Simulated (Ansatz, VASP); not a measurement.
**One calculation of KF, two programs**

Contents of INCAR:

```
  PREC = Accurate
  ENCUT = 520
  EDIFF = 1E-7
  ISMEAR = 0
  SIGMA = 0.05
  LREAL = F
  LASPH = T
  NELM = 80
  ALGO = Normal
  ISIF = 2
  LWAVE = F
  LCHARG = F
  GGA = PE
  NBANDS = 15
```

The input KPOINTS:

```
Automatic mesh
0
Gamma
  8 8 8
```

File POSCAR:

```
KF
1.0
   -0.1413661341      2.6125195947      2.6125195947
    2.6125195947     -0.1413661341      2.6125195947
    2.6125195947      2.6125195947     -0.1413661341
K F
1 1
Direct
    0.0000000000      0.0000000000      0.0000000000
    0.5000000000      0.5000000000      0.5000000000
```

Input for Ansatz:

```yaml
crystal:
  lattice:
    - [-0.1413661341, 2.6125195947, 2.6125195947]
    - [2.6125195947, -0.1413661341, 2.6125195947]
    - [2.6125195947, 2.6125195947, -0.1413661341]
  atoms:
    - { symbol: K, position: [0.0, 0.0, 0.0] }
    - { symbol: F, position: [0.5, 0.5, 0.5] }
basis:
  ecutwfc: 520.0
kpoints:
  mp_grid: { grid: [8, 8, 8] }
hamiltonian:
  xc: pbe
scf:
  occupations: { method: gaussian, width: 0.05 }
output:
  forces: true
  stress: true
  eigenvalues: true
```

Alike in both runs: task single point; functional PBE; k mesh 8 × 8 × 8; occupations gaussian, width 0.05 eV; no spin polarisation.

|  | VASP | Ansatz |
| --- | --- | --- |
| version | VASP 6.6.1 | Ansatz 0.2.0 |
| potentials or method | VASP PAW PBE potentials, release 64 (K_sv, F), cutoff 520 eV | scalar-relativistic, plane waves, PAW |
| valence electrons in the cell | 16 | 16 |

VASP gave:

| Item | Value |
| --- | --- |
| gap on the k mesh at the Fermi level (eV) | 6.04 |
| least direct gap on the mesh (eV) | 6.04 |
| pressure (GPa) | 0.9 |
| traceless stress, the component that is largest in VASP (GPa) | 0.59 |

**Question.** Which values does Ansatz return?

**Answer.** gap on the k mesh at the Fermi level (eV): 6.05; least direct gap on the mesh (eV): 6.05; pressure (GPa): 0.9; traceless stress, the component that is largest in VASP (GPa): 0.60.
